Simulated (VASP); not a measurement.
# HCN (I4mm) in VASP: settings compared

HCN is run at these levels: LDA, PBE; tasks: single point.

Program: VASP 6.6.1. These are calculated values, not measurements. Logs are shortened: lines on timing, memory, paths and dates and some standing lists are left out, and cuts for length are marked.

### 1 The cell of the first run

The structure is tetragonal, space group I4mm (No. 107). Conventional cell: a = 4.632 Å, b = 4.632 Å, c = 4.320 Å, α = 90.00°, β = 90.00°, γ = 90.00°. Within 1.6 Å of N (site symmetry 4mm) lie 1 C at 1.16 Å. Within 1.5 Å of C (site symmetry 4mm) lie 1 H at 1.09 Å and 1 N at 1.16 Å. H (site symmetry 4mm) has 1 C at 1.09 Å within 1.5 Å.

### 2 Single point, LDA

The input, INCAR:

```
SYSTEM = HCN
PREC = Accurate
ENCUT = 520
EDIFF = 1E-6
ISMEAR = -1
SIGMA = 0.1
LREAL = .False.
LASPH = .True.
NELM = 60
ALGO = Normal
ISIF = 2
LWAVE = .False.
LCHARG = .False.
GGA = CA
NBANDS = 12
```

The input, KPOINTS:

```
Automatic mesh
0
Gamma
  7 7 7
  0 0 0
```

The input, POSCAR:

```
HCN
1.0
   -2.3160580000      2.3160580000      2.1599010000
    2.3160580000     -2.3160580000      2.1599010000
    2.3160580000      2.3160580000     -2.1599010000
N C H
1 1 1
Direct
    0.2719290000      0.2719290000      0.0000000000
    0.0036740000      0.0036740000      0.0000000000
    0.7520970000      0.7520970000      0.0000000000
```

Potentials or basis: VASP PAW LDA potentials, release 64 (N, C, H).

Run with:

```
$ cat potpaw_LDA.64/N/POTCAR potpaw_LDA.64/C/POTCAR potpaw_LDA.64/H/POTCAR > POTCAR
$ mpirun -np 1 vasp_std > vasp.out
```

OUTCAR:

```text
SYSTEM = HCN
   PREC = Accurate
   ENCUT = 520
   EDIFF = 1E-6
   ISMEAR = -1
   LREAL = .False.
   LASPH = .True.
   NELM = 60
   ISIF = 2
   GGA = CA

 ion  position               nearest neighbor table
   1  0.272  0.272  0.000-   2 1.16
   2  0.004  0.004  0.000-   3 1.09   1 1.16
   3  0.752  0.752  0.000-   2 1.09

  LATTYP: Found a body centered tetragonal cell.
 ALAT       =     4.6321160000
 C/A-ratio  =     0.9325763863

  Lattice vectors:

 A1 = (  -2.3160580000,   2.3160580000,   2.1599010000)
 A2 = (   2.3160580000,  -2.3160580000,   2.1599010000)
 A3 = (   2.3160580000,   2.3160580000,  -2.1599010000)

Analysis of symmetry for initial positions (statically):
=====================================================================
 Subroutine PRICEL returns:
 Original cell was already a primitive cell.

 Routine SETGRP: Setting up the symmetry group for a
 body centered tetragonal supercell.

 Subroutine GETGRP returns: Found  8 space group operations
 (whereof  8 operations were pure point group operations)
 out of a pool of 16 trial point group operations.

The static configuration has the point symmetry C_4v.

Analysis of symmetry for dynamics (positions and initial velocities):
=====================================================================
 Subroutine PRICEL returns:
 Original cell was already a primitive cell.

 Routine SETGRP: Setting up the symmetry group for a
 body centered tetragonal supercell.

 Subroutine GETGRP returns: Found  8 space group operations
 (whereof  8 operations were pure point group operations)
 out of a pool of 16 trial point group operations.

The dynamic configuration has the point symmetry C_4v.

 Subroutine INISYM returns: Found  8 space group operations
 (whereof  8 operations are pure point group operations),
 and found     1 'primitive' translations

----------------------------------------------------------------------------------------

                                     Primitive cell

  volume of cell :      46.3439

  direct lattice vectors                    reciprocal lattice vectors
    -2.316058000  2.316058000  2.159901000     0.000000000  0.215884058  0.231492092
     2.316058000 -2.316058000  2.159901000     0.215884058  0.000000000  0.231492092
     2.316058000  2.316058000 -2.159901000     0.215884058  0.215884058  0.000000000

  length of vectors
     3.923445125  3.923445125  3.923445125     0.316535172  0.316535172  0.305306163

  position of ions in fractional coordinates (direct lattice)
     0.271929000  0.271929000  0.000000000
     0.003674000  0.003674000  0.000000000
     0.752097000  0.752097000  0.000000000

  ion indices of the primitive-cell ions
   primitive index   ion index
                 1           1
                 2           2
                 3           3

----------------------------------------------------------------------------------------

 KPOINTS: Automatic mesh

Automatic generation of k-mesh.
 Grid dimensions read from file:
 generate k-points for:    7    7    7

 Generating k-lattice:

  Cartesian coordinates                     Fractional coordinates (reciprocal lattice)
     0.000000000  0.030840580  0.033070299     0.142857143  0.000000000  0.000000000
     0.030840580  0.000000000  0.033070299     0.000000000  0.142857143  0.000000000
     0.030840580  0.030840580  0.000000000     0.000000000  0.000000000  0.142857143

  Length of vectors
     0.045219310  0.045219310  0.043615166

  Shift w.r.t. Gamma in fractional coordinates (k-lattice)
     0.000000000  0.000000000  0.000000000

 Subroutine IBZKPT returns following result:
 ===========================================

 Found     40 irreducible k-points:

 Following reciprocal coordinates:
            Coordinates               Weight
  0.000000  0.000000  0.000000      1.000000
  0.142857  0.000000  0.000000      8.000000
  0.285714  0.000000 -0.000000      8.000000
  0.428571  0.000000 -0.000000      8.000000
  0.142857  0.142857  0.000000      8.000000
  0.285714  0.142857  0.000000     16.000000
[... 16 lines left out ...]
 -0.142857  0.285714  0.142857      8.000000
 -0.428571  0.428571  0.142857      8.000000
 [... further k-points ...]
   k-points           NKPTS =     40   k-points in BZ     NKDIM =     40   number of bands    NBANDS=     12
   number of dos      NEDOS =    301   number of ions     NIONS =      3
   total plane-waves  NPLWV =  27000
   dimension x,y,z NGX =    30 NGY =   30 NGZ =   30
   dimension x,y,z NGXF=    60 NGYF=   60 NGZF=   60
   ions per type =               1   1   1
   NGX,Y,Z   is equivalent  to a cutoff of  12.71, 12.71, 12.71 a.u.
   NGXF,Y,Z  is equivalent  to a cutoff of  25.42, 25.42, 25.42 a.u.
 SYSTEM =  HCN
   PREC   = accura    normal or accurate (medium, high low for compatibility)
   ISTART =      0    job   : 0-new  1-cont  2-samecut
   ICHARG =      2    charge: 1-file 2-atom 10-const
   ISPIN  =      1    spin polarized calculation?
   LNONCOLLINEAR =      F non collinear calculations
   LSORBIT =      F    spin-orbit coupling
   LASPH  =      T    aspherical Exc in radial PAW
   ENCUT  =  520.0 eV  38.22 Ry    6.18 a.u.   7.30  7.30  7.30*2*pi/ulx,y,z
   NELM   =     60;   NELMIN=  2; NELMDL= -5     # of ELM steps
   EDIFF  = 0.1E-05   stopping-criterion for ELM
   LREAL  =      F    real-space projection
   EDIFFG = 0.1E-04   stopping-criterion for IOM
   NSW    =      0    number of steps for IOM
   IBRION =     -1    ionic relax: 0-MD 1-quasi-New 2-CG
   NFREE  =      0    steps in history (QN), initial steepest desc. (CG)
   ISIF   =      2    stress and relaxation
   ISYM   =      2    0-nonsym 1-usesym 2-fastsym
   POTIM  = 0.5000    time-step for ionic-motion
   TEBEG  =    0.0;   TEEND  =   0.0 temperature during run
   PSTRESS=    0.0 pullay stress
   NELECT =      10.0000    total number of electrons
   NUPDOWN=      -1.0000    fix difference up-down
   EMIN   =  10.00;   EMAX   =-10.00  energy-range for DOS
   EFERMI =   0.00;   METHOD = LEGACY
   ISMEAR =    -1;   SIGMA  =   0.10  broadening in eV -4-tet -1-fermi 0-gaus
   EFERMI_NEDOS =   21; number of points for ismear=-14 and -15
   IALGO  =     38    algorithm
   IMIX   =      4    mixing-type and parameters
     AMIX     =   0.40;   BMIX     =  1.00
     AMIX_MAG =   1.60;   BMIX_MAG =  1.00
  volume/ion in A,a.u.               =      15.45       104.25
  Fermi-wavevector in a.u.,A,eV,Ry     =   0.981923  1.855565 13.118357  0.964172
  Thomas-Fermi vector in A             =   2.112966
   LORBIT       =      0    0 simple, 1 ext, 2 COOP (PROOUT), +10 PAW based schemes
   GGA     = CA    functional components
   LHFCALC =     F    Hartree Fock is set to
   AEXX    =    0.0000 exact exchange contribution
   IVDW    =     0    specifies the selected vdW correction
   LEPSILON=     F    determine dielectric tensor
   LRPA    =     F    only Hartree local field effects (RPA)
 non-spin polarized calculation
  energy-cutoff  :      520.00
  volume of cell :       46.34
 maximum number of plane-waves:      1280
 NGX is ok and might be reduce to    30
   NGX = 15   NGY = 15   NGZ = 15

 number of electron      10.0000000 magnetization

 number of electron       9.9999999 magnetization

 Free energy of the ion-electron system (eV)
  ---------------------------------------------------
  ext. energy  EPLUGINS =         0.00000000
  ---------------------------------------------------
  free energy    TOTEN  =       -21.23918947 eV

  energy without entropy =      -21.23918947  energy(sigma->0) =      -21.23918947

 E-fermi :  -2.9492     XC(G=0):  -7.3755

 val. band max:       -5.1956084921   @ k =  -0.4286   0.4286   0.0000
 cond. band min:       1.4916778493   @ k =   0.4286   0.0000  -0.0000
 fundamental gap:      6.6872863414
 Fermi energy:        -2.9492253875

 k-point     1 :       0.0000    0.0000    0.0000
  band No.  band energies     occupation
      1     -19.5897      2.00000
      2     -10.7335      2.00000
      3      -6.5003      2.00000
      4      -5.2604      2.00000
      5      -5.2604      2.00000
      6       2.4390      0.00000
      7       2.4390      0.00000
      8       3.8266      0.00000
      9       8.5377      0.00000
     10      10.0647      0.00000
     11      11.1289      0.00000
     12      11.1289      0.00000

 k-point     2 :       0.1429    0.0000    0.0000
  band No.  band energies     occupation
      1     -19.5639      2.00000
      2     -10.8400      2.00000
      3      -6.3394      2.00000
      4      -5.3225      2.00000
      5      -5.3213      2.00000
      6       2.2943      0.00000
      7       2.3796      0.00000
      8       4.0902      0.00000
      9       8.0859      0.00000
     10       9.8110      0.00000
     11      10.9081      0.00000
     12      12.1607      0.00000

 k-point     3 :       0.2857    0.0000   -0.0000
  band No.  band energies     occupation
      1     -19.5051      2.00000
      2     -11.0612      2.00000
      3      -6.0107      2.00000
      4      -5.4532      2.00000
      5      -5.4264      2.00000
      6       1.8574      0.00000
      7       2.2275      0.00000
      8       4.9364      0.00000
      9       7.2701      0.00000
     10       9.8705      0.00000
     11      10.0945      0.00000
     12      13.2998      0.00000
[... 286 lines left out ...]
 k-point    23 :      -0.1429    0.2857    0.1429
  band No.  band energies     occupation
      1     -19.5041      2.00000
      2     -10.8182      2.00000
      3      -6.4754      2.00000
      4      -5.5828      2.00000
      5      -5.5676      2.00000
      6       2.2993      0.00000
      7       2.6680      0.00000
      8       5.0669      0.00000
      9       7.1864      0.00000
     10       9.1472      0.00000
     11      11.1730      0.00000
     12      12.3737      0.00000

 k-point    24 :      -0.4286    0.4286    0.1429
  band No.  band energies     occupation
      1     -19.4777      2.00000
      2     -10.6661      2.00000
      3      -6.6290      2.00000
      4      -6.2969      2.00000
      5      -5.3394      2.00000
      6       2.2879      0.00000
      7       3.4470      0.00000
      8       5.8333      0.00000
      9       6.9532      0.00000
     10       8.1477      0.00000
     11      11.0197      0.00000
     12      12.1376      0.00000

 [... further k-points ...]
[... 5 lines left out ...]
  --------------------------------------------------------------------------------------
  -------------------------------------------------------------------------------------
  Total       -0.3502690     -0.3502690     -0.9085158      0.0000000      0.0000000      0.0000000
  in kB      -12.1093164    -12.1093164    -31.4087308      0.0000000      0.0000000      0.0000000
  external PRESSURE =     -18.5424545 kB  Pullay stress =       0.0000000 kB

 VOLUME and BASIS-vectors are now :
 -----------------------------------------------------------------------------
  energy-cutoff  :      520.00
  volume of cell :       46.34
      direct lattice vectors                 reciprocal lattice vectors
    -2.316058000  2.316058000  2.159901000     0.000000000  0.215884058  0.231492092
     2.316058000 -2.316058000  2.159901000     0.215884058  0.000000000  0.231492092
     2.316058000  2.316058000 -2.159901000     0.215884058  0.215884058  0.000000000

 POSITION                                       TOTAL-FORCE (eV/Angst)
 -----------------------------------------------------------------------------------
      0.00000      0.00000      1.17468         0.000000      0.000000     -0.467130
      0.00000      0.00000      0.01587        -0.000000     -0.000000      1.031436
      0.00000      0.00000      3.24891         0.000000      0.000000     -0.564305
 -----------------------------------------------------------------------------------
    total drift:                               -0.000000     -0.000000     -0.000362

  FREE ENERGIE OF THE ION-ELECTRON SYSTEM (eV)
  ---------------------------------------------------
  free  energy   TOTEN  =       -21.2391894670 eV

  energy  without entropy=      -21.2391894669  energy(sigma->0) =      -21.23918947
```

Wall time 8.7 s (1 thread of Intel Xeon 6975P-C (Granite Rapids), shared host); peak memory 0.15 GiB.

What came out:

```yaml
Free_energy: -21.2392 eV
Pressure: -1.9 GPa
Largest_force: 1.031 eV/Å
Band_gap_on_the_k_mesh: 6.69 eV, indirect (least direct gap 6.91 eV)
```

Forces on the atoms (eV/Å):
```
N    0.000  0.000 -0.467
C    0.000  0.000  1.031
H    0.000  0.000 -0.564
```

Levels at points of the mesh, in eV from the valence-band top:
```csv
k point,band 1,band 2,band 3,band 4,band 5,band 6,band 7,band 8,band 9,band 10
"(0.00, 0.00, 0.00)",-14.39,-5.54,-1.30,-0.06,-0.06,7.63,7.63,9.02,13.73,15.26
```

Caveat: forces of over 1 eV/Å act on the atoms, so gaps and moduli don't describe the material at rest.

### 3 Single point, LDA

The input, INCAR:

```
PREC = Accurate
ENCUT = 520
EDIFF = 1E-7
ISMEAR = -1
SIGMA = 0.1
LREAL = False
LASPH = True
NELM = 100
ALGO = Normal
ISIF = 2
LWAVE = False
LCHARG = False
NBANDS = 12
```

The input, KPOINTS:

```
regular mesh
0
Gamma
  7 7 7
```

POSCAR is that of step 2.

Potentials or basis: VASP PAW LDA potentials, release 64 (N, C, H).

Run with:

```
$ cat potpaw_LDA.64/N/POTCAR potpaw_LDA.64/C/POTCAR potpaw_LDA.64/H/POTCAR > POTCAR
$ mpirun -np 1 vasp_std > vasp.out
```

It took 8.7 s on 1 thread of Intel Xeon 6975P-C (Granite Rapids), shared host; peak memory 0.15 GiB.

Results (log left out):

```
Free energy            : -21.2392 eV
Pressure               : -1.9 GPa
Largest force          : 1.032 eV/Å
Band gap on the k mesh : 6.69 eV, indirect (least direct gap 6.91 eV)
```

Forces in eV/Å, atoms in the order of the input:
```
N    0.000  0.000 -0.467
C    0.000  0.000  1.032
H    0.000  0.000 -0.564
```

Stress tensor (GPa, compression positive):
```
-1.21  0.00  0.00
 0.00 -1.21  0.00
 0.00  0.00 -3.14
```

Levels at points of the mesh, in eV from the valence-band top:
```tsv
k point	band 1	band 2	band 3	band 4	band 5	band 6	band 7	band 8	band 9	band 10
(0.00, 0.00, 0.00)	-14.39	-5.54	-1.30	-0.06	-0.06	7.63	7.63	9.02	13.73	15.26
```

Caveat: forces of over 1 eV/Å act on the atoms, so gaps and moduli don't describe the material at rest. Expect the measured gap to be larger: semilocal functionals such as LDA lack the derivative discontinuity.

### 4 Single point, PBE

This run uses another cell than the first one, of 6.69 Å³/atom, 0.433 times its volume.

The input, INCAR:

```
PREC     = Accurate       # precision mode
ENCUT    = 520            # plane-wave cutoff, eV
EDIFF    = 1E-7           # SCF threshold, eV
ISMEAR   = -1             # smearing method
SIGMA    = 0.05           # smearing width, eV
LREAL    = False          # projectors in reciprocal space
LASPH    = True           # aspherical terms in the spheres
NELM     = 100            # most SCF steps
ALGO     = Normal         # electronic algorithm
ISIF     = 2              # what is computed and relaxed
LWAVE    = False          # write WAVECAR
LCHARG   = False          # write CHGCAR
GGA      = PE             # functional
NBANDS   = 12             # bands
```

The input, KPOINTS:

```
regular mesh
0
Gamma
  8 8 8
```

The input, POSCAR:

```
HCN
1.0
   -1.6111116244      1.6111116244      1.9332800336
    1.6111116244     -1.6111116244      1.9332800336
    1.6111116244      1.6111116244     -1.9332800336
N C H
1 1 1
Direct
    0.3028928363      0.3028928363      0.0000000000
    0.0036812335      0.0036812335      0.0000000000
    0.7211259302      0.7211259302      0.0000000000
```

Potentials or basis: VASP PAW PBE potentials, release 64 (N, C, H).

Run with:

```
$ cat potpaw_PBE.64/N/POTCAR potpaw_PBE.64/C/POTCAR potpaw_PBE.64/H/POTCAR > POTCAR
$ mpirun -np 1 vasp_std > vasp.out
```

Run time: 5 s. Hardware: 1 thread of Intel Xeon 6975P-C (Granite Rapids), shared host; peak memory 0.13 GiB.

The run converged. Its results:

- Free energy: -18.9079 eV
- Pressure: 30.9 GPa
- Largest force: 0.467 eV/Å
- Band gap on the k mesh: 3.44 eV, indirect (least direct gap 3.64 eV)

Forces in eV/Å, atoms in the order of the input:
```
N    0.000  0.000  0.461
C    0.000  0.000 -0.467
H    0.000  0.000  0.005
```

Stress tensor (GPa, compression positive):
```
29.69  0.00  0.00
 0.00 29.69  0.00
 0.00  0.00 33.44
```

Levels at points of the mesh, in eV from the valence-band top:
```csv
k point,band 3,band 4,band 5,band 6,band 7,band 8
"(0.00, 0.00, 0.00)",-1.77,0.00,0.00,5.43,5.43,14.00
"(0.50, 0.00, 0.00)",-2.25,-1.60,-1.13,5.49,6.16,11.11
"(0.50, 0.50, 0.00)",-5.65,-3.77,-0.20,3.44,10.51,14.23
"(0.50, 0.50, 0.50)",-5.26,-3.57,-3.57,10.05,10.05,10.62
```

A k mesh can miss the band edges. As with any semilocal functional, this PBE gap is likely too small.

### 5 Single point, PBE

This run uses another cell than the first one, of 7.47 Å³/atom, 0.483 times its volume.

The input, INCAR:

```
PREC = Accurate
ENCUT = 520
EDIFF = 1E-6
ISMEAR = -1
SIGMA = 0.05
LREAL = F
LASPH = T
NELM = 60
ALGO = Normal
ISIF = 2
LWAVE = F
LCHARG = T
GGA = PE
LELF = T
LVHAR = T
NBANDS = 12
```

KPOINTS is that of step 4.

The input, POSCAR:

```
HCN
1.0
   -1.6849291571      1.6849291571      1.9731744033
    1.6849291571     -1.6849291571      1.9731744033
    1.6849291571      1.6849291571     -1.9731744033
N C H
1 1 1
Direct
    0.2967604901      0.2967604901      0.0000000000
    0.0038660819      0.0038660819      0.0000000000
    0.7270734280      0.7270734280      0.0000000000
```

Run with:

```
$ cat potpaw_PBE.64/N/POTCAR potpaw_PBE.64/C/POTCAR potpaw_PBE.64/H/POTCAR > POTCAR
$ mpirun -np 1 vasp_std > vasp.out
```

It took 5.7 s on 1 thread of Intel Xeon 6975P-C (Granite Rapids), shared host; peak memory 0.14 GiB.

The run converged. Its results:

| Quantity | Value |
| --- | --- |
| Free energy | -19.2651 eV |
| Pressure | 20.8 GPa |
| Largest force | 0.475 eV/Å |
| Band gap on the k mesh | 4.21 eV, indirect (least direct gap 4.30 eV) |

Forces in eV/Å, atoms in the order of the input:
```
N    0.000  0.000  0.465
C    0.000  0.000 -0.475
H    0.000  0.000  0.010
```

Stress tensor (GPa, compression positive):
```
19.68  0.00  0.00
 0.00 19.68  0.00
 0.00  0.00 23.10
```

Levels at points of the mesh, in eV from the valence-band top:
| k point | band 2 | band 3 | band 4 | band 5 | band 6 | band 7 | band 8 | band 9 |
| --- | --- | --- | --- | --- | --- | --- | --- | --- |
| (0.00, 0.00, 0.00) | -6.98 | -1.86 | 0.00 | 0.00 | 5.90 | 5.90 | 13.29 | 16.06 |
| (0.50, 0.00, 0.00) | -8.59 | -1.96 | -1.34 | -0.98 | 5.68 | 6.47 | 11.22 | 15.60 |
| (0.50, 0.50, 0.00) | -6.66 | -4.72 | -3.32 | -0.09 | 4.21 | 10.21 | 13.86 | 15.92 |
| (0.50, 0.50, 0.50) | -6.95 | -4.40 | -3.01 | -3.01 | 9.86 | 9.86 | 10.87 | 11.05 |

### 6 The runs side by side

```tsv
level	potentials or basis	cell	k mesh	smearing	gap on the mesh (eV)	pressure (GPa)	largest force (eV/Å)
LDA	VASP PAW LDA potentials, release 64 (N, C, H)	a = 3.923 Å, angles 107.6, 107.6, 113.2°, 3 atoms	7 × 7 × 7	fermi-dirac 0.1 eV	6.69	-1.9	1.03
PBE	VASP PAW PBE potentials, release 64 (N, C, H)	a = 2.988 Å, angles 114.7, 114.7, 99.4°, 3 atoms	8 × 8 × 8	fermi-dirac 0.05 eV	3.44	30.9	0.47
PBE	VASP PAW PBE potentials, release 64 (N, C, H)	a = 3.094 Å, angles 114.0, 114.0, 100.7°, 3 atoms	8 × 8 × 8	fermi-dirac 0.05 eV	4.21	20.8	0.47
```

Alike in all rows: task single point; no spin polarisation; cutoff (eV) 520.

Caveats: forces of over 1 eV/Å act on the atoms, so gaps and moduli don't describe the material at rest (some runs).

Absolute energies hang on the potentials; compare differences alone.
